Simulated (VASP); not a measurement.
Write the native input for VASP 6.6.1 that does the following.

```
Task                   : single point
Functional             : PBE
Potentials or basis    : VASP PAW PBE potentials, release 64 (Sn_d)
Cutoff                 : 520 eV
k mesh                 : 8 × 8 × 8
Occupations            : methfessel-paxton, width 0.03 eV
Spin                   : no spin polarisation
Dipole correction      : no
Further INCAR settings : ALGO = Normal; EDIFF = 1e-07; NBANDS = 21
```

The structure of Sn lies in POSCAR:

```
Sn
1.0
    0.0000000000      3.3289000152      3.3289000152
    3.3289000152      0.0000000000      3.3289000152
    3.3289000152      3.3289000152      0.0000000000
Sn
2
Direct
    0.5000000000      0.5000000000      0.5000000000
    0.7500000000      0.7500000000      0.7500000000
```

The input as run:

INCAR

```
PREC = Accurate ; ENCUT = 520
EDIFF = 1E-7 ; ISMEAR = 1
SIGMA = 0.03 ; LREAL = False
LASPH = True ; NELM = 80
ALGO = Normal ; ISIF = 2
LWAVE = False ; LCHARG = False
GGA = PE ; NBANDS = 21
```

KPOINTS

```
regular mesh
0
Gamma
  8 8 8
```

Potentials or basis: VASP PAW PBE potentials, release 64 (Sn_d).

The run is started by

```sh
$ cat potpaw_PBE.64/Sn_d/POTCAR > POTCAR
$ mpirun -np 1 vasp_std > vasp.out
```

Results of the run:

```json
{
  "Pressure": "-0.1 GPa",
  "Band gap on the k mesh": "zero (band 14 reaches 4.95 eV, above the bottom of band 15 at 4.72 eV)"
}
```

Caveat: spin-orbit coupling is left out, which moves the levels of the heavy elements.

It took 32 s on 1 thread of Intel Xeon 6975P-C, on a shared host, peak memory 0.21 GiB.
